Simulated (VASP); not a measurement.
# PbS (P6_3/mmc) in VASP: single point with r2SCAN

Aim: the single point of PbS with r2SCAN.

Everything below comes from runs of VASP 6.6.1. Logs are shortened: lines on timing, memory, paths and dates and some standing lists are left out, and cuts for length are marked.

### Step 1. The cell of the first run

It takes space group P6_3/mmc (No. 194, hexagonal). Conventional cell: a = 5.095 Å, b = 5.095 Å, c = 6.115 Å, α = 90.00°, β = 90.00°, γ = 120.00°. Within 3.9 Å of Pb (site symmetry -6m2) lie 5 S at 2.94 to 3.06 Å. S (site symmetry -6m2) has 5 Pb at 2.94 to 3.06 Å within 3.9 Å.

### Step 2. Single point, r2SCAN (34.37 Å³/atom)

The input, POSCAR:

```
PbS
1.0
    5.0950949519      0.0000000000      0.0000000000
   -2.5475474759      4.4124816630      0.0000000000
    0.0000000000      0.0000000000      6.1146901897
Pb S
2 2
Direct
    0.3333333333      0.6666666667      0.2500000000
    0.6666666667      0.3333333333      0.7500000000
    0.6666666667      0.3333333333      0.2500000000
    0.3333333333      0.6666666667      0.7500000000
```

The input, INCAR.step1:

```
  PREC = Accurate
  ENCUT = 520
  ISMEAR = 0
  SIGMA = 0.01
  LREAL = F
  LASPH = T
  NELM = 80
  NBANDS = 28
  GGA = PE
  ALGO = Normal
  EDIFF = 1E-4
  LWAVE = T
  LCHARG = F
```

The input, INCAR.step2:

```
  PREC = Accurate
  ENCUT = 520
  EDIFF = 1E-6
  ISMEAR = 0
  SIGMA = 0.01
  LREAL = F
  LASPH = T
  NELM = 80
  ALGO = Normal
  ISIF = 2
  LWAVE = F
  LCHARG = T
  METAGGA = R2SCAN
  LMIXTAU = T
  LELF = T
  LVHAR = T
  NBANDS = 28
  ISTART = 1
```

The input, KPOINTS:

```
regular mesh
0
Gamma
  6 6 4
```

Potentials or basis: VASP PAW PBE potentials, release 64 (Pb_d, S).

Started as:

```sh
cat potpaw_PBE.64/Pb_d/POTCAR potpaw_PBE.64/S/POTCAR > POTCAR
cp INCAR.step1 INCAR
mpirun -np 1 vasp_std > vasp.out
cp INCAR.step2 INCAR
mpirun -np 1 vasp_std > vasp.out
```

OUTCAR:

```text
PREC = Accurate
   ENCUT = 520
   EDIFF = 1E-6
   ISMEAR = 0
   LREAL = F
   LASPH = T
   NELM = 80
   ISIF = 2
   METAGGA = R2SCAN
   ISTART = 1

 ion  position               nearest neighbor table
   1  0.333  0.667  0.250-   3 2.94   3 2.94   3 2.94   4 3.06   4 3.06
   2  0.667  0.333  0.750-   4 2.94   4 2.94   4 2.94   3 3.06   3 3.06
   3  0.667  0.333  0.250-   1 2.94   1 2.94   1 2.94   2 3.06   2 3.06
   4  0.333  0.667  0.750-   2 2.94   2 2.94   2 2.94   1 3.06   1 3.06

  LATTYP: Found a hexagonal cell.
 ALAT       =     5.0950949519
 C/A-ratio  =     1.2001130985

  Lattice vectors:

 A1 = (   5.0950949519,   0.0000000000,   0.0000000000)
 A2 = (  -2.5475474759,   4.4124816630,   0.0000000000)
 A3 = (   0.0000000000,   0.0000000000,   6.1146901897)

Analysis of symmetry for initial positions (statically):
=====================================================================
 Subroutine PRICEL returns:
 Original cell was already a primitive cell.

 Routine SETGRP: Setting up the symmetry group for a
 hexagonal supercell.

 Subroutine GETGRP returns: Found 24 space group operations
 (whereof 12 operations were pure point group operations)
 out of a pool of 24 trial point group operations.

The static configuration has the point symmetry D_3d.
 The point group associated with its full space group is D_6h.

Analysis of symmetry for dynamics (positions and initial velocities):
=====================================================================
 Subroutine PRICEL returns:
 Original cell was already a primitive cell.

 Routine SETGRP: Setting up the symmetry group for a
 hexagonal supercell.

 Subroutine GETGRP returns: Found 24 space group operations
 (whereof 12 operations were pure point group operations)
 out of a pool of 24 trial point group operations.

The dynamic configuration has the point symmetry D_3d.
 The point group associated with its full space group is D_6h.

 Subroutine INISYM returns: Found 24 space group operations
 (whereof 12 operations are pure point group operations),
 and found     1 'primitive' translations

----------------------------------------------------------------------------------------

                                     Primitive cell

[... 86 lines left out ...]
   LSORBIT =      F    spin-orbit coupling
   LASPH  =      T    aspherical Exc in radial PAW
   ENCUT  =  520.0 eV  38.22 Ry    6.18 a.u.   9.47  9.47 11.37*2*pi/ulx,y,z
   NELM   =     80;   NELMIN=  2; NELMDL=  0     # of ELM steps
   EDIFF  = 0.1E-05   stopping-criterion for ELM
   LREAL  =      F    real-space projection
   EDIFFG = 0.1E-04   stopping-criterion for IOM
   NSW    =      0    number of steps for IOM
   IBRION =     -1    ionic relax: 0-MD 1-quasi-New 2-CG
   NFREE  =      0    steps in history (QN), initial steepest desc. (CG)
   ISIF   =      2    stress and relaxation
   ISYM   =      2    0-nonsym 1-usesym 2-fastsym
   POTIM  = 0.5000    time-step for ionic-motion
   TEBEG  =    0.0;   TEEND  =   0.0 temperature during run
   PSTRESS=    0.0 pullay stress
   NELECT =      40.0000    total number of electrons
   NUPDOWN=      -1.0000    fix difference up-down
   EMIN   =  10.00;   EMAX   =-10.00  energy-range for DOS
   EFERMI =   0.00;   METHOD = LEGACY
   ISMEAR =     0;   SIGMA  =   0.01  broadening in eV -4-tet -1-fermi 0-gaus
   EFERMI_NEDOS =   21; number of points for ismear=-14 and -15
   IALGO  =     38    algorithm
   IMIX   =      4    mixing-type and parameters
     AMIX     =   0.40;   BMIX     =  1.00
     AMIX_MAG =   1.60;   BMIX_MAG =  1.00
  volume/ion in A,a.u.               =      34.37       231.92
  Fermi-wavevector in a.u.,A,eV,Ry     =   1.084821  2.050015 16.011848  1.176838
  Thomas-Fermi vector in A             =   2.220921
   LORBIT       =      0    0 simple, 1 ext, 2 COOP (PROOUT), +10 PAW based schemes
   METAGGA = R2SCAN    functional components
   LHFCALC =     F    Hartree Fock is set to
   AEXX    =    0.0000 exact exchange contribution
   IVDW    =     0    specifies the selected vdW correction
   LEPSILON=     F    determine dielectric tensor
   LRPA    =     F    only Hartree local field effects (RPA)
 non-spin polarized calculation
 Gauss-broadening in eV      SIGMA  =   0.01
  energy-cutoff  :      520.00
  volume of cell :      137.47
 maximum number of plane-waves:      3743
 NGX is ok and might be reduce to    40
   NGX = 19   NGY = 19   NGZ = 23

 number of electron      40.0000006 magnetization

 Free energy of the ion-electron system (eV)
  ---------------------------------------------------
  ext. energy  EPLUGINS =         0.00000000
  ---------------------------------------------------
  free energy    TOTEN  =      -130.68955414 eV

  energy without entropy =     -130.68955414  energy(sigma->0) =     -130.68955414

 E-fermi :   3.0304     XC(G=0):  -8.6952

 val. band max:        2.9203019036   @ k =   0.3333   0.3333   0.5000
 cond. band min:       4.7174781050   @ k =   0.3333   0.3333   0.5000
 fundamental gap:      1.7971762014
 Fermi energy:         3.0303720402

 k-point     1 :       0.0000    0.0000    0.0000
  band No.  band energies     occupation
      1     -14.3529      2.00000
      2     -14.2777      2.00000
      3     -14.2777      2.00000
      4     -14.2755      2.00000
      5     -14.2755      2.00000
      6     -14.2752      2.00000
[... 640 lines left out ...]
     27       9.9987      0.00000
     28       9.9987      0.00000

------------------------ aborting loop because EDIFF is reached ----------------------------------------

  FORCE on cell =-STRESS in cart. coord.  units (eV):
  Direction    XX          YY          ZZ          XY          YZ          ZX
  --------------------------------------------------------------------------------------
  -------------------------------------------------------------------------------------
  Total       -1.9427663     -1.9427663     -2.1278408     -0.0000000      0.0000000      0.0000000
  in kB      -22.6423497    -22.6423497    -24.7993370     -0.0000000      0.0000000      0.0000000
  external PRESSURE =     -23.3613455 kB  Pullay stress =       0.0000000 kB

 VOLUME and BASIS-vectors are now :
 -----------------------------------------------------------------------------
  energy-cutoff  :      520.00
  volume of cell :      137.47
      direct lattice vectors                 reciprocal lattice vectors
     5.095094952  0.000000000  0.000000000     0.196267196  0.113314918  0.000000000
    -2.547547476  4.412481663  0.000000000     0.000000000  0.226629837  0.000000000
     0.000000000  0.000000000  6.114690190     0.000000000  0.000000000  0.163540583

 POSITION                                       TOTAL-FORCE (eV/Angst)
 -----------------------------------------------------------------------------------
     -0.00000      2.94165      1.52867         0.000000     -0.000000      0.000000
      2.54755      1.47083      4.58602        -0.000000      0.000000      0.000000
      2.54755      1.47083      1.52867        -0.000000     -0.000000      0.000000
     -0.00000      2.94165      4.58602         0.000000      0.000000      0.000000
 -----------------------------------------------------------------------------------
    total drift:                                0.000000     -0.000000      0.000000

  FREE ENERGIE OF THE ION-ELECTRON SYSTEM (eV)
  ---------------------------------------------------
  free  energy   TOTEN  =      -130.6895541363 eV

  energy  without entropy=     -130.6895541363  energy(sigma->0) =     -130.68955414
```

It took 7.9 min on 1 thread of Intel Xeon 8259CL, shared host; peak memory 0.33 GiB.

Results:

```
Free energy            : -130.6896 eV
Pressure               : -2.3 GPa
Band gap on the k mesh : 1.80 eV
```

Stress tensor (GPa, compression positive):
```
-2.26  0.00  0.00
 0.00 -2.26  0.00
 0.00  0.00 -2.48
```

Caveat: the PAW data sets were made with another functional, which shifts forces and pressure a little; spin-orbit coupling is left out, which moves the levels of the heavy elements. A k mesh can miss the band edges.
